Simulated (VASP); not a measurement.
## Mn: single point with HSE06

The system is Mn.

```xyz
1
Lattice="0.0000 1.7203 1.7203 1.7203 0.0000 1.7203 1.7203 1.7203 0.0000" Properties=species:S:1:pos:R:3 pbc="T T T"
Mn    0.0000    0.0000    0.0000
```

This isn't the form of Mn at room conditions, which is a 58-atom cubic cell.

```
Program                            : VASP 6.6.1
Task                               : single point
Functional                         : HSE06
Potentials or basis                : VASP PAW PBE potentials, release 64 (Mn_sv)
Cutoff                             : 510 eV
k mesh                             : 6 × 6 × 6
Occupations                        : fermi-dirac, width 0.1 eV
Spin                               : no spin polarisation
Dipole correction                  : no
Grid for exact exchange (PRECFOCK) : Normal
Further INCAR settings             : ALGO = Normal; EDIFF = 1e-06; NBANDS = 14
Share of exact exchange            : 0.25
Screening parameter                : 0.2079 1/Å
```

```
Pressure               : -3.2 GPa
Band gap on the k mesh : zero (an odd number of electrons rules out a gap without spin polarisation)
```

Levels at points of the mesh, in eV from the Fermi level:
| k point | band 6 | band 7 | band 8 | band 9 | band 10 | band 11 |
| --- | --- | --- | --- | --- | --- | --- |
| (0.00, 0.00, 0.00) | -2.55 | -2.55 | -2.55 | 1.15 | 1.15 | 22.66 |
| (0.50, 0.00, 0.00) | -2.17 | -2.17 | -0.09 | 2.09 | 2.09 | 10.33 |
| (0.50, 0.50, 0.00) | -5.88 | 1.95 | 1.95 | 2.65 | 3.64 | 14.10 |

It took 11 min on 1 thread of Intel(R) Xeon(R) Platinum 8259CL CPU @ 2.50GHz (Skylake/Cascade Lake), with other jobs on the host, peak memory 0.22 GiB.

Caveat: the k points lie up to 0.53 Å⁻¹ apart, too coarse for converged energies and pressures of a metal; the PAW data sets were made with another functional, which shifts forces and pressure a little; the run has no spin polarisation, though such a crystal can be magnetic. Spin polarisation is off, so any magnetic state and its effect on volume and gap are missing.
